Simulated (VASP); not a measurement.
# Rb (Fm-3m) in VASP: settings compared, part 2 of 2

VASP 6.6.1.

**5. Single point, PBE**

INCAR reads:

```
ALGO = Normal
EDIFF = 1E-6
ENCUT = 520
GGA = PE
ISIF = 2
ISMEAR = -1
LASPH = True
LCHARG = True
LELF = True
LREAL = False
LVHAR = True
LWAVE = False
NBANDS = 10
NELM = 80
PREC = Accurate
SIGMA = 0.08
```

KPOINTS reads:

```
k-points
0
Gamma
  10 10 10
```

POSCAR reads:

```
Rb
1.0
    0.0000000000      3.1419838168      3.1419838168
    3.1419838168      0.0000000000      3.1419838168
    3.1419838168      3.1419838168      0.0000000000
Rb
1
Direct
    0.0000000000      0.0000000000      0.0000000000
```

Potentials or basis: VASP PAW PBE potentials, release 64 (Rb_sv).

Started as:

```
$ cat potpaw_PBE.64/Rb_sv/POTCAR > POTCAR
$ mpirun -np 1 vasp_std > vasp.out
```

OUTCAR:

```text
EDIFF = 1E-6
   ENCUT = 520
   GGA = PE
   ISIF = 2
   ISMEAR = -1
   LASPH = True
   LREAL = False
   NELM = 80
   PREC = Accurate

 ion  position               nearest neighbor table
   1  0.000  0.000  0.000-

  LATTYP: Found a face centered cubic cell.
 ALAT       =     6.2839676336

  Lattice vectors:

 A1 = (   0.0000000000,   3.1419838168,   3.1419838168)
 A2 = (   3.1419838168,   0.0000000000,   3.1419838168)
 A3 = (   3.1419838168,   3.1419838168,   0.0000000000)

Analysis of symmetry for initial positions (statically):
=====================================================================
 Subroutine PRICEL returns:
 Original cell was already a primitive cell.

 Routine SETGRP: Setting up the symmetry group for a
 face centered cubic supercell.

 Subroutine GETGRP returns: Found 48 space group operations
 (whereof 48 operations were pure point group operations)
 out of a pool of 48 trial point group operations.

The static configuration has the point symmetry O_h .

Analysis of symmetry for dynamics (positions and initial velocities):
=====================================================================
 Subroutine PRICEL returns:
 Original cell was already a primitive cell.

 Routine SETGRP: Setting up the symmetry group for a
 face centered cubic supercell.

 Subroutine GETGRP returns: Found 48 space group operations
 (whereof 48 operations were pure point group operations)
 out of a pool of 48 trial point group operations.

The dynamic configuration has the point symmetry O_h .

 Subroutine INISYM returns: Found 48 space group operations
 (whereof 48 operations are pure point group operations),
 and found     1 'primitive' translations

----------------------------------------------------------------------------------------

                                     Primitive cell

  volume of cell :      62.0357

  direct lattice vectors                    reciprocal lattice vectors
     0.000000000  3.141983817  3.141983817    -0.159135129  0.159135129  0.159135129
[... 104 lines left out ...]
     AMIX_MAG =   1.60;   BMIX_MAG =  1.00
  volume/ion in A,a.u.               =      62.04       418.64
  Fermi-wavevector in a.u.,A,eV,Ry     =   0.860218  1.625576 10.067965  0.739975
  Thomas-Fermi vector in A             =   1.977689
   LORBIT       =      0    0 simple, 1 ext, 2 COOP (PROOUT), +10 PAW based schemes
   GGA     = PE    functional components
   LHFCALC =     F    Hartree Fock is set to
   AEXX    =    0.0000 exact exchange contribution
   IVDW    =     0    specifies the selected vdW correction
   LEPSILON=     F    determine dielectric tensor
   LRPA    =     F    only Hartree local field effects (RPA)
 non-spin polarized calculation
  energy-cutoff  :      520.00
  volume of cell :       62.04
 maximum number of plane-waves:      1695
 NGX is ok and might be reduce to    36

 number of electron       9.0000000 magnetization

 Free energy of the ion-electron system (eV)
  ---------------------------------------------------
  ext. energy  EPLUGINS =         0.00000000
  ---------------------------------------------------
  free energy    TOTEN  =        -0.79691777 eV

  energy without entropy =       -0.77646427  energy(sigma->0) =       -0.78669102

 E-fermi :   1.0708     XC(G=0):  -6.4855

 val. band max:        1.0537058007   @ k =   0.4000   0.4000   0.0000
 cond. band min:       1.0823754133   @ k =   0.5000   0.3000   0.1000
 fundamental gap:      0.0286696127
 Fermi energy:         1.0707887634

 k-point     1 :       0.0000    0.0000    0.0000
  band No.  band energies     occupation
      1     -27.7308      2.00000
      2     -11.6902      2.00000
      3     -11.6902      2.00000
      4     -11.6902      2.00000
      5      -1.4349      2.00000
      6       4.9518      0.00000
      7       4.9518      0.00000
      8       4.9518      0.00000
      9       6.7287      0.00000
     10       6.7287      0.00000
[... 287 lines left out ...]
 k-point    24 :       0.4000    0.3000    0.0000
  band No.  band energies     occupation
      1     -27.7064      2.00000
      2     -11.9447      2.00000
      3     -11.7905      2.00000
      4     -11.7797      2.00000
      5       0.7642      1.95762
      6       2.9381      0.00000
      7       3.5125      0.00000
      8       5.9351      0.00000
      9       6.2016      0.00000
     10       7.8725      0.00000

 [... further k-points ...]
[... 5 lines left out ...]
  --------------------------------------------------------------------------------------
  -------------------------------------------------------------------------------------
  Total        0.8509371      0.8509371      0.8509371      0.0000000     -0.0000000      0.0000000
  in kB       21.9768895     21.9768895     21.9768895      0.0000000     -0.0000000      0.0000000
  external PRESSURE =      21.9768895 kB  Pullay stress =       0.0000000 kB

 VOLUME and BASIS-vectors are now :
 -----------------------------------------------------------------------------
  energy-cutoff  :      520.00
  volume of cell :       62.04
      direct lattice vectors                 reciprocal lattice vectors
     0.000000000  3.141983817  3.141983817    -0.159135129  0.159135129  0.159135129
     3.141983817  0.000000000  3.141983817     0.159135129 -0.159135129  0.159135129
     3.141983817  3.141983817  0.000000000     0.159135129  0.159135129 -0.159135129

 POSITION                                       TOTAL-FORCE (eV/Angst)
 -----------------------------------------------------------------------------------
      0.00000      0.00000      0.00000         0.000000      0.000000      0.000000
 -----------------------------------------------------------------------------------
    total drift:                               -0.000000      0.000000      0.000000

  FREE ENERGIE OF THE ION-ELECTRON SYSTEM (eV)
  ---------------------------------------------------
  free  energy   TOTEN  =        -0.7969177661 eV

  energy  without entropy=       -0.7764642721  energy(sigma->0) =       -0.78669102
```

OSZICAR:

```text
N       E                     dE             d eps       ncg     rms          rms(c)
DAV:   1     0.398577769829E+02    0.39858E+02   -0.35789E+03   940   0.695E+02
DAV:   2     0.133156500670E+01   -0.38526E+02   -0.37094E+02  1066   0.128E+02
DAV:   3    -0.744256014695E+00   -0.20758E+01   -0.20669E+01  1302   0.294E+01
DAV:   4    -0.797617232645E+00   -0.53361E-01   -0.53295E-01  1246   0.423E+00
DAV:   5    -0.798723432288E+00   -0.11062E-02   -0.11059E-02  1310   0.464E-01    0.205E+00
DAV:   6    -0.796753837271E+00    0.19696E-02   -0.42378E-03  1146   0.364E-01    0.129E+00
DAV:   7    -0.796879241692E+00   -0.12540E-03   -0.76796E-03  1140   0.499E-01    0.961E-02
DAV:   8    -0.796913561048E+00   -0.34319E-04   -0.63354E-04  1148   0.183E-01    0.144E-02
DAV:   9    -0.796916509192E+00   -0.29481E-05   -0.75277E-06  1136   0.207E-02    0.659E-03
DAV:  10    -0.796917760227E+00   -0.12510E-05   -0.26738E-06  1090   0.114E-02    0.972E-04
DAV:  11    -0.796917766150E+00   -0.59234E-08   -0.87988E-08   634   0.218E-03
   1 F= -.79691777E+00 E0= -.78669102E+00  d E =-.204535E-01
```

It took 45 s on 1 thread of Intel Xeon 6975P-C, shared host; peak memory 0.21 GiB.

Results:

- Free energy: -0.7969 eV
- Pressure: 2.2 GPa

**6. Single point, PBE+D3(BJ)**

This run uses another cell than the first one, of 62.04 Å³/atom, 1.172 times its volume.

INCAR reads:

```
  PREC = Accurate
  ENCUT = 520
  EDIFF = 1E-7
  ISMEAR = -1
  SIGMA = 0.08
  LREAL = F
  LASPH = T
  NELM = 60
  ALGO = Normal
  ISIF = 2
  LWAVE = F
  LCHARG = F
  GGA = PE
  IVDW = 12
  NBANDS = 10
```

KPOINTS reads:

```
regular mesh
0
Gamma
  10 10 10
```

POSCAR is that of step 5.

Potentials or basis: VASP PAW PBE potentials, release 64 (Rb_sv).

Started as:

```
$ cat potpaw_PBE.64/Rb_sv/POTCAR > POTCAR
$ mpirun -np 1 vasp_std > vasp.out
```

It took 41 s on 1 thread of Intel Xeon 6975P-C, shared host; peak memory 0.21 GiB.

It converged, with:

```yaml
Free_energy: -0.9437 eV
Pressure: 1.8 GPa
Dispersion_energy_per_atom: -0.147 eV
```

Levels at points of the mesh, in eV from the Fermi level:
| k point | band 3 | band 4 | band 5 | band 6 | band 7 | band 8 |
| --- | --- | --- | --- | --- | --- | --- |
| (0.00, 0.00, 0.00) | -12.76 | -12.76 | -2.51 | 3.88 | 3.88 | 3.88 |
| (0.50, 0.00, 0.00) | -12.80 | -12.80 | 0.02 | 1.04 | 3.61 | 3.61 |
| (0.50, 0.50, 0.00) | -12.88 | -12.88 | 0.32 | 1.59 | 2.11 | 5.94 |

Caveat: three body term missing; pairwise dispersion overbinds metals, which lowers pressure and volume.

**7. Summary**

```csv
level,cell,gap on the mesh (eV),pressure (GPa)
PBE,"a = 4.214 Å, angles 60.0°, 1 atom",none,4.1
PBE,"a = 4.443 Å, angles 60.0°, 1 atom",none,2.2
PBE+D3(BJ),"a = 4.443 Å, angles 60.0°, 1 atom",none,1.8
```

Alike in all rows: task single point; potentials or basis VASP PAW PBE potentials, release 64 (Rb_sv); no spin polarisation; k mesh 10 × 10 × 10; cutoff (eV) 520; smearing fermi-dirac 0.08 eV.

Caveats: three body term missing (some runs); pairwise dispersion overbinds metals, which lowers pressure and volume (some runs).

Absolute energies hang on the potentials; compare differences alone.
